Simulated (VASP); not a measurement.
# CsH (Pm-3m) in VASP: notebook

Runs on CsH. Level: LDA. Tasks: single point, relaxation of cell and atoms.

All numbers are computed with VASP 6.6.1; they aren't measurements. Logs are shortened: lines on timing, memory, paths and dates and some standing lists are left out, and cuts for length are marked.

## 1. The cell of the first run

It takes space group Pm-3m (No. 221, cubic). The conventional cell has a = 3.638 Å, b = 3.638 Å, c = 3.638 Å, α = 90.00°, β = 90.00°, γ = 90.00°. Cs (site symmetry m-3m) has 8 H at 3.15 Å and 6 Cs at 3.64 Å within 4.1 Å. H (site symmetry m-3m) has 8 Cs at 3.15 Å and 6 H at 3.64 Å within 4.1 Å.

## 2. Single point, LDA

INCAR

```
ALGO = Normal
EDIFF = 1E-6
ENCUT = 520
ISIF = 2
ISMEAR = 0
LASPH = True
LCHARG = False
LREAL = False
LWAVE = False
NBANDS = 12
NELM = 80
PREC = Accurate
SIGMA = 0.01
```

KPOINTS

```
k-points
0
Gamma
  6 6 6
```

POSCAR

```
CsH
1.0
    3.6382241900      0.0000000000      0.0000000000
    0.0000000000      3.6382241900      0.0000000000
    0.0000000000      0.0000000000      3.6382241900
Cs H
1 1
Direct
    0.0000000000      0.0000000000      0.0000000000
    0.5000000000      0.5000000000      0.5000000000
```

Potentials or basis: VASP PAW LDA potentials, release 64 (Cs_sv, H).

The run is started by

```bash
> cat potpaw_LDA.64/Cs_sv/POTCAR potpaw_LDA.64/H/POTCAR > POTCAR
> mpirun -np 1 vasp_std > vasp.out
```

OUTCAR:

```text
EDIFF = 1E-6
   ENCUT = 520
   ISIF = 2
   ISMEAR = 0
   LASPH = True
   LREAL = False
   NELM = 80
   PREC = Accurate

 ion  position               nearest neighbor table
   1  0.000  0.000  0.000-
   2  0.500  0.500  0.500-

  LATTYP: Found a simple cubic cell.
 ALAT       =     3.6382241900

  Lattice vectors:

 A1 = (   3.6382241900,   0.0000000000,   0.0000000000)
 A2 = (   0.0000000000,   3.6382241900,   0.0000000000)
 A3 = (   0.0000000000,   0.0000000000,   3.6382241900)

Analysis of symmetry for initial positions (statically):
=====================================================================
 Subroutine PRICEL returns:
 Original cell was already a primitive cell.

 Routine SETGRP: Setting up the symmetry group for a
 simple cubic supercell.

 Subroutine GETGRP returns: Found 48 space group operations
 (whereof 48 operations were pure point group operations)
 out of a pool of 48 trial point group operations.

The static configuration has the point symmetry O_h .

Analysis of symmetry for dynamics (positions and initial velocities):
=====================================================================
 Subroutine PRICEL returns:
 Original cell was already a primitive cell.

 Routine SETGRP: Setting up the symmetry group for a
 simple cubic supercell.

 Subroutine GETGRP returns: Found 48 space group operations
 (whereof 48 operations were pure point group operations)
 out of a pool of 48 trial point group operations.

The dynamic configuration has the point symmetry O_h .

 Subroutine INISYM returns: Found 48 space group operations
 (whereof 48 operations are pure point group operations),
 and found     1 'primitive' translations

----------------------------------------------------------------------------------------

                                     Primitive cell

  volume of cell :      48.1580

  direct lattice vectors                    reciprocal lattice vectors
     3.638224190  0.000000000  0.000000000     0.274859368  0.000000000  0.000000000
     0.000000000  3.638224190  0.000000000     0.000000000  0.274859368  0.000000000
     0.000000000  0.000000000  3.638224190     0.000000000  0.000000000  0.274859368

  length of vectors
     3.638224190  3.638224190  3.638224190     0.274859368  0.274859368  0.274859368

  position of ions in fractional coordinates (direct lattice)
     0.000000000  0.000000000  0.000000000
     0.500000000  0.500000000  0.500000000

  ion indices of the primitive-cell ions
   primitive index   ion index
                 1           1
                 2           2

----------------------------------------------------------------------------------------

 KPOINTS: k-points

Automatic generation of k-mesh.
 Grid dimensions read from file:
 generate k-points for:    6    6    6

 Generating k-lattice:

  Cartesian coordinates                     Fractional coordinates (reciprocal lattice)
     0.045809895  0.000000000  0.000000000     0.166666667  0.000000000  0.000000000
     0.000000000  0.045809895  0.000000000     0.000000000  0.166666667  0.000000000
     0.000000000  0.000000000  0.045809895     0.000000000  0.000000000  0.166666667

  Length of vectors
     0.045809895  0.045809895  0.045809895

  Shift w.r.t. Gamma in fractional coordinates (k-lattice)
     0.000000000  0.000000000  0.000000000

 Subroutine IBZKPT returns following result:
 ===========================================

 Found     20 irreducible k-points:

 Following reciprocal coordinates:
            Coordinates               Weight
  0.000000  0.000000  0.000000      1.000000
  0.166667  0.000000  0.000000      6.000000
  0.333333  0.000000  0.000000      6.000000
  0.500000  0.000000  0.000000      3.000000
  0.166667  0.166667  0.000000     12.000000
  0.333333  0.166667  0.000000     24.000000
[... 12 lines left out ...]
  0.500000  0.500000  0.333333      6.000000
  0.500000  0.500000  0.500000      1.000000
   k-points           NKPTS =     20   k-points in BZ     NKDIM =     20   number of bands    NBANDS=     12
   number of dos      NEDOS =    301   number of ions     NIONS =      2
   total plane-waves  NPLWV =  21952
   dimension x,y,z NGX =    28 NGY =   28 NGZ =   28
   dimension x,y,z NGXF=    56 NGYF=   56 NGZF=   56
   ions per type =               1   1
   NGX,Y,Z   is equivalent  to a cutoff of  12.79, 12.79, 12.79 a.u.
   NGXF,Y,Z  is equivalent  to a cutoff of  25.59, 25.59, 25.59 a.u.
 SYSTEM =  unknown system
   PREC   = accura    normal or accurate (medium, high low for compatibility)
   ISTART =      0    job   : 0-new  1-cont  2-samecut
   ICHARG =      2    charge: 1-file 2-atom 10-const
   ISPIN  =      1    spin polarized calculation?
   LNONCOLLINEAR =      F non collinear calculations
   LSORBIT =      F    spin-orbit coupling
   LASPH  =      T    aspherical Exc in radial PAW
   ENCUT  =  520.0 eV  38.22 Ry    6.18 a.u.   6.76  6.76  6.76*2*pi/ulx,y,z
   NELM   =     80;   NELMIN=  2; NELMDL= -5     # of ELM steps
   EDIFF  = 0.1E-05   stopping-criterion for ELM
   LREAL  =      F    real-space projection
   EDIFFG = 0.1E-04   stopping-criterion for IOM
   NSW    =      0    number of steps for IOM
   IBRION =     -1    ionic relax: 0-MD 1-quasi-New 2-CG
   NFREE  =      0    steps in history (QN), initial steepest desc. (CG)
   ISIF   =      2    stress and relaxation
   ISYM   =      2    0-nonsym 1-usesym 2-fastsym
   POTIM  = 0.5000    time-step for ionic-motion
   TEBEG  =    0.0;   TEEND  =   0.0 temperature during run
   PSTRESS=    0.0 pullay stress
   NELECT =      10.0000    total number of electrons
   NUPDOWN=      -1.0000    fix difference up-down
   EMIN   =  10.00;   EMAX   =-10.00  energy-range for DOS
   EFERMI =   0.00;   METHOD = LEGACY
   ISMEAR =     0;   SIGMA  =   0.01  broadening in eV -4-tet -1-fermi 0-gaus
   EFERMI_NEDOS =   21; number of points for ismear=-14 and -15
   IALGO  =     38    algorithm
   IMIX   =      4    mixing-type and parameters
     AMIX     =   0.40;   BMIX     =  1.00
     AMIX_MAG =   1.60;   BMIX_MAG =  1.00
  volume/ion in A,a.u.               =      24.08       162.49
  Fermi-wavevector in a.u.,A,eV,Ry     =   0.969435  1.831967 12.786813  0.939804
  Thomas-Fermi vector in A             =   2.099487
   LORBIT       =      0    0 simple, 1 ext, 2 COOP (PROOUT), +10 PAW based schemes
   GGA     = CA    functional components
   LHFCALC =     F    Hartree Fock is set to
   AEXX    =    0.0000 exact exchange contribution
   IVDW    =     0    specifies the selected vdW correction
   LEPSILON=     F    determine dielectric tensor
   LRPA    =     F    only Hartree local field effects (RPA)
 non-spin polarized calculation
 Gauss-broadening in eV      SIGMA  =   0.01
  energy-cutoff  :      520.00
  volume of cell :       48.16
 maximum number of plane-waves:      1328
 NGX is ok and might be reduce to    28
   NGX = 13   NGY = 13   NGZ = 13

 number of electron      10.0000000 magnetization

 number of electron       9.9999999 magnetization

 Free energy of the ion-electron system (eV)
  ---------------------------------------------------
  ext. energy  EPLUGINS =         0.00000000
  ---------------------------------------------------
  free energy    TOTEN  =        -4.95143699 eV

  energy without entropy =       -4.95143699  energy(sigma->0) =       -4.95143699

 E-fermi :   1.3090     XC(G=0):  -8.7507

 val. band max:        1.2483492180   @ k =   0.5000   0.5000   0.5000
 cond. band min:       3.6002986618   @ k =   0.5000   0.5000   0.5000
 fundamental gap:      2.3519494438
 Fermi energy:         1.3090212862

 k-point     1 :       0.0000    0.0000    0.0000
  band No.  band energies     occupation
      1     -20.5593      2.00000
      2      -6.2927      2.00000
      3      -6.2927      2.00000
      4      -6.2927      2.00000
      5      -0.9470      2.00000
      6       4.3193      0.00000
      7       4.3193      0.00000
      8       9.4830      0.00000
      9      11.5060      0.00000
     10      11.5060      0.00000
     11      11.5060      0.00000
     12      12.3367      0.00000

 k-point     2 :       0.1667    0.0000    0.0000
  band No.  band energies     occupation
      1     -20.4975      2.00000
      2      -6.9668      2.00000
      3      -6.2360      2.00000
      4      -6.2360      2.00000
      5      -0.4272      2.00000
      6       4.5078      0.00000
      7       4.9885      0.00000
      8       8.6645      0.00000
      9       9.6584      0.00000
     10       9.6584      0.00000
     11      11.6293      0.00000
     12      13.1664      0.00000

 k-point     3 :       0.3333    0.0000    0.0000
  band No.  band energies     occupation
      1     -20.3687      2.00000
      2      -8.0256      2.00000
      3      -6.1184      2.00000
      4      -6.1184      2.00000
      5       0.5500      2.00000
      6       4.7030      0.00000
      7       4.9584      0.00000
      8       8.0701      0.00000
      9       8.0701      0.00000
     10      10.0767      0.00000
     11      11.9026      0.00000
     12      11.9100      0.00000

 k-point     4 :       0.5000    0.0000    0.0000
  band No.  band energies     occupation
      1     -20.3015      2.00000
      2      -8.4727      2.00000
      3      -6.0573      2.00000
      4      -6.0573      2.00000
      5       1.2017      2.00000
      6       3.8852      0.00000
      7       5.2406      0.00000
      8       7.4951      0.00000
      9       7.4951      0.00000
     10      11.0287      0.00000
     11      12.0560      0.00000
     12      13.0937      0.00000

 k-point     5 :       0.1667    0.1667    0.0000
  band No.  band energies     occupation
      1     -20.4365      2.00000
      2      -6.9628      2.00000
      3      -6.8080      2.00000
      4      -6.1805      2.00000
      5      -0.0364      2.00000
      6       4.8260      0.00000
      7       5.6045      0.00000
      8       7.5909      0.00000
      9       9.4852      0.00000
     10       9.8548      0.00000
     11      10.4312      0.00000
     12      11.8338      0.00000
[... 168 lines left out ...]
      1     -20.0086      2.00000
      2      -7.5121      2.00000
      3      -7.4061      2.00000
      4      -7.4061      2.00000
      5       0.4935      2.00000
      6       4.7854      0.00000
      7       4.7854      0.00000
      8       7.0293      0.00000
      9       9.8173      0.00000
     10       9.8173      0.00000
     11      10.1496      0.00000
     12      16.1172      0.00000

 k-point    18 :       0.5000    0.3333    0.3333
  band No.  band energies     occupation
      1     -19.9464      2.00000
      2      -7.8487      2.00000
      3      -7.3737      2.00000
      4      -7.3210      2.00000
      5       0.4987      2.00000
      6       4.1780      0.00000
      7       4.8056      0.00000
      8       6.0075      0.00000
      9       9.9793      0.00000
     10      10.3488      0.00000
     11      12.8610      0.00000
     12      14.9787      0.00000

 k-point    19 :       0.5000    0.5000    0.3333
  band No.  band energies     occupation
      1     -19.8851      2.00000
      2      -7.7471      2.00000
      3      -7.7471      2.00000
      4      -7.2634      2.00000
      5       0.6144      2.00000
      6       4.2363      0.00000
      7       4.2363      0.00000
      8       4.7237      0.00000
      9      10.3494      0.00000
     10      13.5916      0.00000
     11      13.5916      0.00000
     12      14.2507      0.00000

 k-point    20 :       0.5000    0.5000    0.5000
  band No.  band energies     occupation
      1     -19.8245      2.00000
      2      -7.6571      2.00000
      3      -7.6571      2.00000
      4      -7.6571      2.00000
      5       1.2483      2.00000
      6       3.6003      0.00000
      7       3.6003      0.00000
      8       3.6003      0.00000
      9      14.2716      0.00000
     10      14.2716      0.00000
     11      14.2717      0.00000
     12      14.3495      0.00000

------------------------ aborting loop because EDIFF is reached ----------------------------------------

  FORCE on cell =-STRESS in cart. coord.  units (eV):
  Direction    XX          YY          ZZ          XY          YZ          ZX
  --------------------------------------------------------------------------------------
  -------------------------------------------------------------------------------------
  Total        0.0451153      0.0451153      0.0451153     -0.0000000     -0.0000000     -0.0000000
  in kB        1.5009503      1.5009503      1.5009503     -0.0000000     -0.0000000     -0.0000000
  external PRESSURE =       1.5009503 kB  Pullay stress =       0.0000000 kB

 VOLUME and BASIS-vectors are now :
 -----------------------------------------------------------------------------
  energy-cutoff  :      520.00
  volume of cell :       48.16
      direct lattice vectors                 reciprocal lattice vectors
     3.638224190  0.000000000  0.000000000     0.274859368  0.000000000  0.000000000
     0.000000000  3.638224190  0.000000000     0.000000000  0.274859368  0.000000000
     0.000000000  0.000000000  3.638224190     0.000000000  0.000000000  0.274859368

 POSITION                                       TOTAL-FORCE (eV/Angst)
 -----------------------------------------------------------------------------------
      0.00000      0.00000      0.00000         0.000000      0.000000      0.000000
      1.81911      1.81911      1.81911         0.000000      0.000000      0.000000
 -----------------------------------------------------------------------------------
    total drift:                                0.000000      0.000000      0.000000

  FREE ENERGIE OF THE ION-ELECTRON SYSTEM (eV)
  ---------------------------------------------------
  free  energy   TOTEN  =        -4.9514369893 eV

  energy  without entropy=       -4.9514369893  energy(sigma->0) =       -4.95143699
```

Run time: 4.6 s. Hardware: 1 thread of Intel Xeon Platinum 8488C (Sapphire Rapids), shared host; peak memory 0.14 GiB.

What came out:

- Free energy: -4.9514 eV
- Pressure: 0.2 GPa
- Band gap on the k mesh: 2.35 eV, direct

Caveat: spin-orbit coupling is left out, which moves the levels of the heavy elements. As with any semilocal functional, this LDA gap is likely too small.

## 3. Relaxation of cell and atoms, LDA

This run uses another cell than the first one, of 27.84 Å³/atom, 1.156 times its volume.

INCAR

```
  PREC = Accurate
  ENCUT = 600
  EDIFF = 1E-6
  ISMEAR = 0
  SIGMA = 0.01
  LREAL = F
  LASPH = T
  NELM = 100
  ALGO = Normal
  ISIF = 3
  LWAVE = F
  LCHARG = F
  IBRION = 2
  NSW = 60
  EDIFFG = -0.01
```

KPOINTS

```
Automatic mesh
0
Gamma
  6 6 6
```

POSCAR

```
CsH
1.0
    3.8184085400      0.0000000000      0.0000000000
    0.0000000000      3.8184085400      0.0000000000
    0.0000000000      0.0000000000      3.8184085400
Cs H
1 1
Direct
    0.0000000000      0.0000000000      0.0000000000
    0.5000000000      0.5000000000      0.5000000000
```

Potentials or basis: VASP PAW LDA potentials, release 64 (Cs_sv, H).

The run is started by

```bash
> cat potpaw_LDA.64/Cs_sv/POTCAR potpaw_LDA.64/H/POTCAR > POTCAR
> mpirun -np 1 vasp_std > vasp.out
```

Run time: 13 s. Hardware: 1 thread of Intel Xeon Platinum 8488C (Sapphire Rapids), shared host; peak memory 0.17 GiB.

Results (log left out):

```yaml
Free_energy: -4.9523 eV
Relaxed_volume: 24.32 Å³/atom
Relaxed_cell: a = 3.650 Å, b = 3.650 Å, c = 3.650 Å, α = 90.00°, β = 90.00°, γ = 90.00°
Space_group_after_relaxing_to_0.05_Å: Pm-3m (No. 221)
Energy_gained_by_relaxing: 23.3 meV/atom
Ionic_steps: 5
Pressure_after_relaxing: 0.0 GPa
Band_gap_on_the_k_mesh: 2.36 eV, direct
```

The path:
```csv
step,energy change (eV),largest force (eV/Å),pressure (GPa),volume (Å³)
1,0.0000,0.0000,-1.85,55.67
2,-0.0258,0.0000,-1.35,53.13
3,-0.0449,0.0000,-0.44,49.84
4,-0.0466,0.0000,0.07,48.45
5,-0.0466,0.0000,-0.02,48.64
```

Final structure:
```
Cs H
1.0
     3.65040    0.00000    0.00000
     0.00000    3.65040    0.00000
     0.00000    0.00000    3.65040
Cs H
1 1
Direct
  0.00000 0.00000 0.00000
  0.50000 0.50000 0.50000
```

Levels at points of the mesh, in eV from the valence-band top:
```
           k point  band 3  band 4  band 5  band 6  band 7  band 8
(0.00, 0.00, 0.00)   -7.57   -7.57   -2.19    3.07    3.07    8.14
(0.50, 0.00, 0.00)   -7.34   -7.34   -0.07    2.61    3.98    6.22
(0.50, 0.50, 0.00)   -9.24   -7.13   -1.60    4.48    6.77    7.29
(0.50, 0.50, 0.50)   -8.91   -8.91    0.00    2.36    2.36    2.36
```

Caveat: spin-orbit coupling is left out, which moves the levels of the heavy elements.
